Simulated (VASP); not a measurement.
Here is a VASP 6.6.1 calculation.

File INCAR:

```
SYSTEM = Ca
ALGO     = Fast           ! electronic algorithm
EDIFF    = 1E-6           ! SCF threshold, eV
ENCUT    = 520            ! plane-wave cutoff, eV
GGA      = PS             ! functional
ISIF     = 2              ! what is computed and relaxed
ISMEAR   = 0              ! smearing method
LASPH    = .TRUE.         ! aspherical terms in the spheres
LCHARG   = .FALSE.        ! write CHGCAR
LREAL    = .FALSE.        ! projectors in reciprocal space
LWAVE    = .FALSE.        ! write WAVECAR
NBANDS   = 17             ! bands
NELM     = 60             ! most SCF steps
PREC     = Accurate       ! precision mode
SIGMA    = 0.1            ! smearing width, eV
```

File KPOINTS:

```
k-points
0
G
  12 12 8
  0 0 0
```

The input POSCAR:

```
Ca
1.0
    3.8564348458      0.0000000000      0.0000000000
    0.0000000000      3.8575802206      0.0000000000
    0.0000000000      0.0000000000      5.6117562348
Ca
2
Direct
    0.0000000000      0.0000000000      0.5000000000
    0.5000000000      0.5000000000      0.0000000000
```

Potentials or basis: VASP PAW PBE potentials, release 64 (Ca_sv).

Run with:

```bash
$ cat potpaw_PBE.64/Ca_sv/POTCAR > POTCAR
$ mpirun -np 1 vasp_std > vasp.out
```

Q: What does it give for the band gap on the k mesh?

A: Zero (bands 10 and 11 overlap by 0.35 eV).

Q: Predict the pressure.

A: -0.5 GPa.

Stress tensor (GPa, compression positive):
```
-0.38  0.00  0.00
 0.00 -0.39  0.00
 0.00  0.00 -0.66
```

Caveat: the cell differs from its parent crystal (strain along c alone, the other axes held: +3.0 %); the PAW data sets were made with another functional, which shifts forces and pressure a little.
